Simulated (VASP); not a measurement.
Runs of VASP 6.6.1 on TiW2C3. The structure is that of space group P-3m1 (No. 164), or close to it. The cells are those of the table. 

```csv
task,spin,cell,k mesh,cutoff (eV),gap on the mesh (eV),pressure (GPa),relaxed volume (Å³/atom),largest force (eV/Å)
single point,off,"a = 3.054, b = 3.054, c = 7.688 Å, angles 90.0, 90.0, 120.0°, 6 atoms",6 × 6 × 2,520,none,0.7,-,0.01
relaxation of cell and atoms,off,"relaxed from a = 3.453, b = 3.453, c = 8.459 Å, angles 90.0, 90.0, 120.0°, 6 atoms",6 × 6 × 2,600,none,-0.1,10.37,0.01
single point,"collinear, ferromagnetic start","a = 3.054, b = 3.054, c = 7.688 Å, angles 90.0, 90.0, 120.0°, 6 atoms",6 × 6 × 2,520,none,0.7,-,0.01
relaxation of cell and atoms,off,"relaxed from a = 3.054, b = 3.054, c = 7.688 Å, angles 90.0, 90.0, 120.0°, 6 atoms",12 × 12 × 6,600,none,0.0,10.37,-
single point,off,"a = 3.453, b = 3.453, c = 8.459 Å, angles 90.0, 90.0, 120.0°, 6 atoms",6 × 6 × 2,520,none,-53.4,-,(a)
single point,off,"a = 3.067, b = 3.067, c = 7.622 Å, angles 90.0, 90.0, 120.0°, 6 atoms",12 × 12 × 6,520,none,0.7,-,0.02
```

Alike in all rows: level PBE; potentials or basis VASP PAW PBE potentials, release 64 (Ti_sv, W_sv, C); smearing gaussian 0.1 eV.

**Question.** Estimate the missing entries.

**Answer.** (a) 0.98.

Caveats: some runs use coarse meshes; spin-orbit coupling is left out, which moves the levels of the heavy elements; the volume moved by over 15 % at a fixed basis, so the end points are rough (some runs).

A k mesh can miss the band edges, and the runs leave out spin-orbit coupling on W.

A gap of «none» marks levels without a gap at the run's occupations.
